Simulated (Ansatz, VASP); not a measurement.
# Pt: VASP beside Ansatz

Contents of INCAR:

```
ALGO = Normal
EDIFF = 1E-6
ENCUT = 500
GGA = PS
GGA_COMPAT = F
ISIF = 2
ISMEAR = -1
LASPH = T
LCHARG = F
LREAL = F
LWAVE = F
NBANDS = 11
NELM = 120
PREC = Accurate
SIGMA = 0.05
```

File KPOINTS:

```
k-points
0
Gamma
  12 12 12
```

Contents of POSCAR:

```
Pt
1.0
    0.0000000000      1.9415803170      2.0001180000
    1.9415803170      0.0000000000      2.0001180000
    1.9415803170      1.9415803170      0.0000000000
Pt
1
Direct
    0.0000000000      0.0000000000      0.0000000000
```

Contents of input.yaml:

```yaml
crystal:
  lattice:
    - [0.0, 1.941580317, 2.000118]
    - [1.941580317, 0.0, 2.000118]
    - [1.941580317, 1.941580317, 0.0]
  atoms:
    - { symbol: Pt, position: [0.0, 0.0, 0.0] }
kpoints:
  mp_grid: { grid: [12, 12, 12] }
scf:
  occupations: { method: fermi_dirac, width: 0.05 }
hamiltonian:
  xc: pbesol
  pseudopotentials: { kind: all_electron, lapw: { basis_error: 0.001 } }
output:
  forces: true
  stress: true
  eigenvalues: true
```

Change from the starting cell: strain_z_fixed_volume = 0.02.

Alike in both runs: task single point; functional PBEsol; k mesh 12 × 12 × 12; occupations fermi-dirac, width 0.05 eV; no spin polarisation.

```csv
,VASP,Ansatz
version,VASP 6.6.1,Ansatz 0.2.0
potentials or method,"VASP PAW PBE potentials, release 64 (Pt), cutoff 500 eV","all-electron LAPW, scalar-relativistic"
```

```tsv
	VASP	Ansatz	Ansatz less VASP
gap on the k mesh at the Fermi level (eV)	none	none	-
pressure (GPa)	-1.0	-0.6	+0.37
traceless stress, the component that is largest in VASP (GPa)	-1.51	-1.51	-0.001
```

VASP's potentials were made for PBE, not for PBEsol. A gap of «none» marks a metal or a gap that the smearing closes. Ansatz ran all-electron here, and VASP with PAW potentials.

Neither program's run includes spin-orbit coupling.
